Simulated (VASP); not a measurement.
# BaTe (Fm-3m) in VASP: notebook, part 2 of 2

VASP 6.6.1. The steps go on from the part before.

## (4) Relaxation of cell and atoms, r2SCAN, target pressure 3 GPa, at which the enthalpy is minimised

This run uses another cell than the first one, of 42.82 Å³/atom.

POSCAR reads:

```
BaTe
1.0
    0.0000000000      3.4985612460      3.4985612460
    3.4985612460      0.0000000000      3.4985612460
    3.4985612460      3.4985612460      0.0000000000
Ba Te
1 1
Direct
    0.0000000000      0.0000000000      0.0000000000
    0.5000000000      0.5000000000      0.5000000000
```

INCAR.step1 reads:

```
  ALGO = Normal
  EDIFF = 1E-4
  ENCUT = 600
  GGA = PE
  ISMEAR = 0
  LASPH = True
  LCHARG = False
  LREAL = False
  LWAVE = True
  NELM = 60
  PREC = Accurate
  SIGMA = 0.02
```

INCAR.step2 reads:

```
  ALGO = Normal
  EDIFF = 1E-6
  EDIFFG = -0.008
  ENCUT = 600
  IBRION = 2
  ISIF = 3
  ISMEAR = 0
  ISTART = 1
  LASPH = True
  LCHARG = False
  LMIXTAU = True
  LREAL = False
  LWAVE = False
  METAGGA = R2SCAN
  NELM = 60
  NSW = 70
  PREC = Accurate
  PSTRESS = 30.0
  SIGMA = 0.02
```

KPOINTS reads:

```
k-points
0
Gamma
  8 8 8
```

Potentials or basis: VASP PAW PBE potentials, release 64 (Ba_sv, Te).

Launch:

```bash
$ cat potpaw_PBE.64/Ba_sv/POTCAR potpaw_PBE.64/Te/POTCAR > POTCAR
$ cp INCAR.step1 INCAR
$ mpirun -np 1 vasp_std > vasp.out
$ cp INCAR.step2 INCAR
$ mpirun -np 1 vasp_std > vasp.out
```

OUTCAR:

```text
EDIFF = 1E-6
   EDIFFG = -0.008
   ENCUT = 600
   IBRION = 2
   ISIF = 3
   ISMEAR = 0
   ISTART = 1
   LASPH = True
   LREAL = False
   METAGGA = R2SCAN
   NELM = 60
   NSW = 70
   PREC = Accurate
   PSTRESS = 30.0

 ion  position               nearest neighbor table
   1  0.000  0.000  0.000-   2 3.50   2 3.50   2 3.50   2 3.50   2 3.50   2 3.50
   2  0.500  0.500  0.500-   1 3.50   1 3.50   1 3.50   1 3.50   1 3.50   1 3.50

  LATTYP: Found a face centered cubic cell.
 ALAT       =     6.9971224920

  Lattice vectors:

 A1 = (   0.0000000000,   3.4985612460,   3.4985612460)
 A2 = (   3.4985612460,   0.0000000000,   3.4985612460)
 A3 = (   3.4985612460,   3.4985612460,   0.0000000000)

Analysis of symmetry for initial positions (statically):
=====================================================================
 Subroutine PRICEL returns:
 Original cell was already a primitive cell.

 Routine SETGRP: Setting up the symmetry group for a
 face centered cubic supercell.

 Subroutine GETGRP returns: Found 48 space group operations
 (whereof 48 operations were pure point group operations)
 out of a pool of 48 trial point group operations.

The static configuration has the point symmetry O_h .
[... 172 lines left out ...]
  external PRESSURE =     -17.3809959 kB  Pullay stress =      30.0000000 kB
[... 63 lines left out ...]
--------------------------------------- Ionic step        3  -------------------------------------------

 number of electron      16.0000000 magnetization

 Free energy of the ion-electron system (eV)
  ---------------------------------------------------
  ext. energy  EPLUGINS =         0.00000000
  ---------------------------------------------------
  free energy    TOTEN  =       -55.96866977 eV

  energy without entropy =      -55.96866977  energy(sigma->0) =      -55.96866977

 E-fermi :   2.5044     XC(G=0):  -8.8241

 val. band max:        2.3627018593   @ k =   0.0000   0.0000   0.0000
 cond. band min:       4.1314330954   @ k =   0.5000   0.5000   0.0000
 fundamental gap:      1.7687312362
 Fermi energy:         2.5043707736

 k-point     1 :       0.0000    0.0000    0.0000
  band No.  band energies     occupation
      1     -25.3283      2.00000
      2     -10.0702      2.00000
      3     -10.0702      2.00000
      4     -10.0702      2.00000
      5      -7.5606      2.00000
      6       2.3627      2.00000
      7       2.3627      2.00000
      8       2.3627      2.00000
      9       5.6726      0.00000
     10       5.6726      0.00000
     11       5.6726      0.00000
     12       6.1533      0.00000
[... 331 lines left out ...]
 k-point    24 :      -0.3750    0.2500    0.1250
  band No.  band energies     occupation
      1     -25.3071      2.00000
      2     -10.4936      2.00000
      3     -10.1664      2.00000
      4     -10.1157      2.00000
      5      -6.8513      2.00000
      6       0.4588      2.00000
      7       1.2740      2.00000
      8       1.2866      2.00000
      9       6.5281      0.00000
     10       6.8263      0.00000
     11       8.2211      0.00000
     12       8.5916      0.00000

 [... further k-points ...]

------------------------ aborting loop because EDIFF is reached ----------------------------------------

  FORCE on cell =-STRESS in cart. coord.  units (eV):
  Direction    XX          YY          ZZ          XY          YZ          ZX
  --------------------------------------------------------------------------------------
  -------------------------------------------------------------------------------------
  Total        1.5333253      1.5333253      1.5333253      0.0000000      0.0000000     -0.0000000
  in kB       29.9820533     29.9820533     29.9820533      0.0000000      0.0000000     -0.0000000
  external PRESSURE =      -0.0179467 kB  Pullay stress =      30.0000000 kB
[... 21 lines left out ...]
  energy  without entropy=      -55.9686697685  energy(sigma->0) =      -55.96866977

  enthalpy is  TOTEN    =       -54.4344266565 eV   P V=        1.5342431120

 reached required accuracy - stopping structural energy minimisation
```

OSZICAR.step1:

```text
N       E                     dE             d eps       ncg     rms          rms(c)
DAV:   1     0.101018255502E+03    0.10102E+03   -0.69420E+03   696   0.124E+03
DAV:   2    -0.184373532469E+01   -0.10286E+03   -0.96751E+02   904   0.194E+02
DAV:   3    -0.850014938365E+01   -0.66564E+01   -0.66074E+01   864   0.565E+01
DAV:   4    -0.871263332754E+01   -0.21248E+00   -0.21232E+00  1028   0.997E+00
DAV:   5    -0.871674607266E+01   -0.41127E-02   -0.41126E-02   904   0.118E+00    0.372E+00
DAV:   6    -0.860771376036E+01    0.10903E+00   -0.20354E-01   836   0.224E+00    0.251E+00
DAV:   7    -0.861058479835E+01   -0.28710E-02   -0.14494E-01   948   0.230E+00    0.813E-01
DAV:   8    -0.861632529681E+01   -0.57405E-02   -0.17107E-02   784   0.976E-01    0.148E-01
DAV:   9    -0.861707999026E+01   -0.75469E-03   -0.14829E-03   920   0.308E-01    0.655E-02
DAV:  10    -0.861724305980E+01   -0.16307E-03   -0.20276E-04   752   0.102E-01    0.164E-02
DAV:  11    -0.861728208838E+01   -0.39029E-04   -0.70310E-05   596   0.639E-02
   1 F= -.86172821E+01 E0= -.86172821E+01  d E =-.441315E-12
```

It took 3.3 min on 1 thread of Intel Xeon 6975P-C (Granite Rapids), shared host; peak memory 0.28 GiB.

Results:

```yaml
Free_energy: -55.9687 eV
Relaxed_volume: 40.97 Å³/atom
Relaxed_cell: a = 4.875 Å, b = 4.875 Å, c = 4.875 Å, α = 60.00°, β = 60.00°, γ = 60.00°
Space_group_after_relaxing_to_0.1_Å: Fm-3m (No. 225)
Energy_change_on_relaxing_the_run_minimises_the_enthalpy: +24.3 meV/atom
Ionic_steps: 3
Pressure_after_relaxing: 3.0 GPa
Band_gap_on_the_k_mesh: 1.77 eV (least direct gap 2.16 eV)
```

The path:
| step | energy change (eV) | largest force (eV/Å) | pressure (GPa) | volume (Å³) |
| --- | --- | --- | --- | --- |
| 1 | 0.0000 | 0.0000 | 1.26 | 85.64 |
| 2 | 0.0908 | 0.0000 | 4.07 | 80.01 |
| 3 | 0.0485 | 0.0000 | 3.00 | 81.94 |

Final structure:
```
CELL_PARAMETERS angstrom
0.00000 3.44734 3.44734
3.44734 0.00000 3.44734
3.44734 3.44734 0.00000
ATOMIC_POSITIONS crystal
Ba 0.00000 0.00000 0.00000
Te 0.50000 0.50000 0.50000
```

Caveat: the cell is relaxed towards a set pressure, so the run minimises the enthalpy, not the energy; the PAW data sets were made with another functional, which shifts forces and pressure a little; spin-orbit coupling is left out, which moves the levels of the heavy elements.

## (5) Relaxation of cell and atoms, r2SCAN, target pressure -3 GPa, at which the enthalpy is minimised

This run uses another cell than the first one, of 45.32 Å³/atom.

POSCAR reads:

```
BaTe
1.0
    0.0000000000      3.5651984959      3.5651984959
    3.5651984959      0.0000000000      3.5651984959
    3.5651984959      3.5651984959      0.0000000000
Ba Te
1 1
Direct
    0.0000000000      0.0000000000      0.0000000000
    0.5000000000      0.5000000000      0.5000000000
```

INCAR.step1 reads:

```
SYSTEM = BaTe
PREC     = Accurate       ! precision mode
ENCUT    = 600            ! plane-wave cutoff, eV
ISMEAR   = 0              ! smearing method
SIGMA    = 0.02           ! smearing width, eV
LREAL    = .FALSE.        ! projectors in reciprocal space
LASPH    = .TRUE.         ! aspherical terms in the spheres
NELM     = 60             ! most SCF steps
GGA      = PE             ! functional
ALGO     = Normal         ! electronic algorithm
EDIFF    = 1E-4           ! SCF threshold, eV
LWAVE    = .TRUE.         ! write WAVECAR
LCHARG   = .FALSE.        ! write CHGCAR
```

INCAR.step2 reads:

```
SYSTEM = BaTe
PREC     = Accurate       ! precision mode
ENCUT    = 600            ! plane-wave cutoff, eV
EDIFF    = 1E-7           ! SCF threshold, eV
ISMEAR   = 0              ! smearing method
SIGMA    = 0.02           ! smearing width, eV
LREAL    = .FALSE.        ! projectors in reciprocal space
LASPH    = .TRUE.         ! aspherical terms in the spheres
NELM     = 60             ! most SCF steps
ALGO     = Normal         ! electronic algorithm
ISIF     = 3              ! what is computed and relaxed
LWAVE    = .FALSE.        ! write WAVECAR
LCHARG   = .FALSE.        ! write CHGCAR
METAGGA  = R2SCAN         ! meta-GGA
LMIXTAU  = .TRUE.       
IBRION   = 2              ! ionic algorithm
NSW      = 70             ! ionic steps
EDIFFG   = -0.008         ! ionic threshold
PSTRESS  = -30.0        
ISTART   = 1
```

KPOINTS reads:

```
Automatic mesh
0
G
  8 8 8
  0 0 0
```

Potentials or basis: VASP PAW PBE potentials, release 64 (Ba_sv, Te).

Launch:

```bash
$ cat potpaw_PBE.64/Ba_sv/POTCAR potpaw_PBE.64/Te/POTCAR > POTCAR
$ cp INCAR.step1 INCAR
$ mpirun -np 1 vasp_std > vasp.out
$ cp INCAR.step2 INCAR
$ mpirun -np 1 vasp_std > vasp.out
```

OUTCAR:

```text
SYSTEM = BaTe
   PREC = Accurate
   ENCUT = 600
   EDIFF = 1E-7
   ISMEAR = 0
   LREAL = .FALSE.
   LASPH = .TRUE.
   NELM = 60
   ISIF = 3
   METAGGA = R2SCAN
   IBRION = 2
   NSW = 70
   EDIFFG = -0.008
   PSTRESS = -30.0
   ISTART = 1

 ion  position               nearest neighbor table
   1  0.000  0.000  0.000-   2 3.57   2 3.57   2 3.57   2 3.57   2 3.57   2 3.57
   2  0.500  0.500  0.500-   1 3.57   1 3.57   1 3.57   1 3.57   1 3.57   1 3.57

  LATTYP: Found a face centered cubic cell.
 ALAT       =     7.1303969918

  Lattice vectors:

 A1 = (   0.0000000000,   3.5651984959,   3.5651984959)
 A2 = (   3.5651984959,   0.0000000000,   3.5651984959)
 A3 = (   3.5651984959,   3.5651984959,   0.0000000000)

Analysis of symmetry for initial positions (statically):
=====================================================================
 Subroutine PRICEL returns:
 Original cell was already a primitive cell.

 Routine SETGRP: Setting up the symmetry group for a
 face centered cubic supercell.

 Subroutine GETGRP returns: Found 48 space group operations
 (whereof 48 operations were pure point group operations)
 out of a pool of 48 trial point group operations.

The static configuration has the point symmetry O_h .

Analysis of symmetry for dynamics (positions and initial velocities):
=====================================================================
 Subroutine PRICEL returns:
 Original cell was already a primitive cell.

 Routine SETGRP: Setting up the symmetry group for a
 face centered cubic supercell.

 Subroutine GETGRP returns: Found 48 space group operations
 (whereof 48 operations were pure point group operations)
 out of a pool of 48 trial point group operations.

The dynamic configuration has the point symmetry O_h .

 Subroutine INISYM returns: Found 48 space group operations
 (whereof 48 operations are pure point group operations),
 and found     1 'primitive' translations

----------------------------------------------------------------------------------------

                                     Primitive cell

  volume of cell :      90.6319

  direct lattice vectors                    reciprocal lattice vectors
     0.000000000  3.565198496  3.565198496    -0.140244646  0.140244646  0.140244646
     3.565198496  0.000000000  3.565198496     0.140244646 -0.140244646  0.140244646
     3.565198496  3.565198496  0.000000000     0.140244646  0.140244646 -0.140244646

  length of vectors
     5.041952065  5.041952065  5.041952065     0.242910852  0.242910852  0.242910852

  position of ions in fractional coordinates (direct lattice)
     0.000000000  0.000000000  0.000000000
     0.500000000  0.500000000  0.500000000

  ion indices of the primitive-cell ions
   primitive index   ion index
                 1           1
                 2           2

----------------------------------------------------------------------------------------

 KPOINTS: Automatic mesh

Automatic generation of k-mesh.
 Grid dimensions read from file:
 generate k-points for:    8    8    8

 Generating k-lattice:

  Cartesian coordinates                     Fractional coordinates (reciprocal lattice)
    -0.017530581  0.017530581  0.017530581     0.125000000  0.000000000  0.000000000
[... 49 lines left out ...]
 SYSTEM =  BaTe
   PREC   = accura    normal or accurate (medium, high low for compatibility)
   ISTART =      1    job   : 0-new  1-cont  2-samecut
   ICHARG =      0    charge: 1-file 2-atom 10-const
   ISPIN  =      1    spin polarized calculation?
   LNONCOLLINEAR =      F non collinear calculations
   LSORBIT =      F    spin-orbit coupling
   LASPH  =      T    aspherical Exc in radial PAW
   ENCUT  =  600.0 eV  44.10 Ry    6.64 a.u.  10.07 10.07 10.07*2*pi/ulx,y,z
   NELM   =     60;   NELMIN=  2; NELMDL=  0     # of ELM steps
   EDIFF  = 0.1E-06   stopping-criterion for ELM
   LREAL  =      F    real-space projection
   EDIFFG = -.8E-02   stopping-criterion for IOM
   NSW    =     70    number of steps for IOM
   IBRION =      2    ionic relax: 0-MD 1-quasi-New 2-CG
   NFREE  =      1    steps in history (QN), initial steepest desc. (CG)
   ISIF   =      3    stress and relaxation
   ISYM   =      2    0-nonsym 1-usesym 2-fastsym
   POTIM  = 0.5000    time-step for ionic-motion
   TEBEG  =    0.0;   TEEND  =   0.0 temperature during run
   PSTRESS=  -30.0 pullay stress
   NELECT =      16.0000    total number of electrons
   NUPDOWN=      -1.0000    fix difference up-down
   EMIN   =  10.00;   EMAX   =-10.00  energy-range for DOS
   EFERMI =   0.00;   METHOD = LEGACY
   ISMEAR =     0;   SIGMA  =   0.02  broadening in eV -4-tet -1-fermi 0-gaus
   EFERMI_NEDOS =   21; number of points for ismear=-14 and -15
   IALGO  =     38    algorithm
   IMIX   =      4    mixing-type and parameters
     AMIX     =   0.40;   BMIX     =  1.00
     AMIX_MAG =   1.60;   BMIX_MAG =  1.00
  volume/ion in A,a.u.               =      45.32       305.81
  Fermi-wavevector in a.u.,A,eV,Ry     =   0.918377  1.735481 11.475382  0.843417
  Thomas-Fermi vector in A             =   2.043452
   LORBIT       =      0    0 simple, 1 ext, 2 COOP (PROOUT), +10 PAW based schemes
   METAGGA = R2SCAN    functional components
   LHFCALC =     F    Hartree Fock is set to
   AEXX    =    0.0000 exact exchange contribution
   IVDW    =     0    specifies the selected vdW correction
   LEPSILON=     F    determine dielectric tensor
   LRPA    =     F    only Hartree local field effects (RPA)
 conjugate gradient relaxation of ions
 non-spin polarized calculation
 Gauss-broadening in eV      SIGMA  =   0.02
  energy-cutoff  :      600.00
  volume of cell :       90.63
 maximum number of plane-waves:      3042
   NGX = 21   NGY = 21   NGZ = 21

--------------------------------------- Ionic step        1  -------------------------------------------

 number of electron      16.0000000 magnetization

 Free energy of the ion-electron system (eV)
  ---------------------------------------------------
  ext. energy  EPLUGINS =         0.00000000
  ---------------------------------------------------
  free energy    TOTEN  =       -56.02724729 eV

  energy without entropy =      -56.02724729  energy(sigma->0) =      -56.02724729

------------------------ aborting loop because EDIFF is reached ----------------------------------------

  FORCE on cell =-STRESS in cart. coord.  units (eV):
  Direction    XX          YY          ZZ          XY          YZ          ZX
  --------------------------------------------------------------------------------------
  -------------------------------------------------------------------------------------
  Total       -0.3047402     -0.3047402     -0.3047402     -0.0000000     -0.0000000      0.0000000
  in kB       -5.3871514     -5.3871514     -5.3871514     -0.0000000     -0.0000000      0.0000000
  external PRESSURE =      24.6128486 kB  Pullay stress =     -30.0000000 kB
[... 63 lines left out ...]
--------------------------------------- Ionic step        3  -------------------------------------------

 number of electron      16.0000000 magnetization

 Free energy of the ion-electron system (eV)
  ---------------------------------------------------
  ext. energy  EPLUGINS =         0.00000000
  ---------------------------------------------------
  free energy    TOTEN  =       -55.89594744 eV

  energy without entropy =      -55.89594744  energy(sigma->0) =      -55.89594744

 E-fermi :   1.2258     XC(G=0):  -7.9375

 val. band max:        1.0995251897   @ k =   0.0000   0.0000   0.0000
 cond. band min:       3.2627659485   @ k =   0.5000   0.5000   0.0000
 fundamental gap:      2.1632407588
 Fermi energy:         1.2257746539

 k-point     1 :       0.0000    0.0000    0.0000
  band No.  band energies     occupation
      1     -27.2185      2.00000
      2     -11.9041      2.00000
      3     -11.9041      2.00000
      4     -11.9041      2.00000
      5      -8.3754      2.00000
      6       1.0995      2.00000
      7       1.0995      2.00000
      8       1.0995      2.00000
      9       4.0093      0.00000
     10       4.4788      0.00000
     11       4.4788      0.00000
     12       4.4788      0.00000
[... 331 lines left out ...]
 k-point    24 :      -0.3750    0.2500    0.1250
  band No.  band energies     occupation
      1     -27.2124      2.00000
      2     -12.0468      2.00000
      3     -11.9426      2.00000
      4     -11.9233      2.00000
      5      -8.0462      2.00000
      6      -0.3752      2.00000
      7       0.2707      2.00000
      8       0.3365      2.00000
      9       5.0799      0.00000
     10       5.3195      0.00000
     11       6.3425      0.00000
     12       6.4931      0.00000

 [... further k-points ...]

------------------------ aborting loop because EDIFF is reached ----------------------------------------

  FORCE on cell =-STRESS in cart. coord.  units (eV):
  Direction    XX          YY          ZZ          XY          YZ          ZX
  --------------------------------------------------------------------------------------
  -------------------------------------------------------------------------------------
  Total       -1.9161038     -1.9161038     -1.9161038      0.0000000      0.0000000      0.0000000
  in kB      -30.2140728    -30.2140728    -30.2140728      0.0000000      0.0000000      0.0000000
  external PRESSURE =      -0.2140728 kB  Pullay stress =     -30.0000000 kB
[... 21 lines left out ...]
  energy  without entropy=      -55.8959474391  energy(sigma->0) =      -55.89594744

  enthalpy is  TOTEN    =       -57.7984752290 eV   P V=       -1.9025277899

 reached required accuracy - stopping structural energy minimisation
```

Run time: 3.9 min. Hardware: 1 thread of Intel Xeon 6975P-C (Granite Rapids), shared host; peak memory 0.29 GiB.

Results:

```
Free energy                                                : -55.8959 eV
Relaxed volume                                             : 50.80 Å³/atom
Relaxed cell                                               : a = 5.238 Å, b = 5.238 Å, c = 5.238 Å, α = 60.00°, β = 60.00°, γ = 60.00°
Space group after relaxing (to 0.1 Å)                      : Fm-3m (No. 225)
Energy change on relaxing (the run minimises the enthalpy) : +65.6 meV/atom
Ionic steps                                                : 3
Pressure after relaxing                                    : -3.0 GPa
Band gap on the k mesh                                     : 2.16 eV (least direct gap 2.53 eV)
```

The path:
```tsv
step	energy change (eV)	largest force (eV/Å)	pressure (GPa)	volume (Å³)
1	0.0000	0.0000	-0.54	90.63
2	0.1036	0.0000	-2.76	100.07
3	0.1313	0.0000	-3.02	101.61
```

Final structure:
```
Ba Te
1.0
     0.00000    3.70365    3.70365
     3.70365    0.00000    3.70365
     3.70365    3.70365    0.00000
Ba Te
1 1
Direct
  0.00000 0.00000 0.00000
  0.50000 0.50000 0.50000
```

Caveat: the cell is relaxed towards a set pressure, so the run minimises the enthalpy, not the energy; the PAW data sets were made with another functional, which shifts forces and pressure a little; spin-orbit coupling is left out, which moves the levels of the heavy elements.

## (6) Overview

| cell | gap on the mesh (eV) | pressure (GPa) |
| --- | --- | --- |
| relaxed to 30 GPa from a = 4.443 Å, angles 60.0°, 2 atoms | 0.62 | 30.0 |
| relaxed to 8 GPa from a = 4.734 Å, angles 60.0°, 2 atoms | 1.51 | 8.0 |
| relaxed to 3 GPa from a = 4.948 Å, angles 60.0°, 2 atoms | 1.77 | 3.0 |
| relaxed to -3 GPa from a = 5.042 Å, angles 60.0°, 2 atoms | 2.16 | -3.0 |

Alike in all rows: task relaxation of cell and atoms; level r2SCAN; potentials or basis VASP PAW PBE potentials, release 64 (Ba_sv, Te); no spin polarisation; k mesh 8 × 8 × 8; cutoff (eV) 600; smearing gaussian 0.02 eV.

Caveats: the cell is relaxed towards a set pressure, so the run minimises the enthalpy, not the energy; the PAW data sets were made with another functional, which shifts forces and pressure a little; spin-orbit coupling is left out, which moves the levels of the heavy elements.

Total energies depend on the potentials used, so only differences within one code and one set of settings carry meaning.
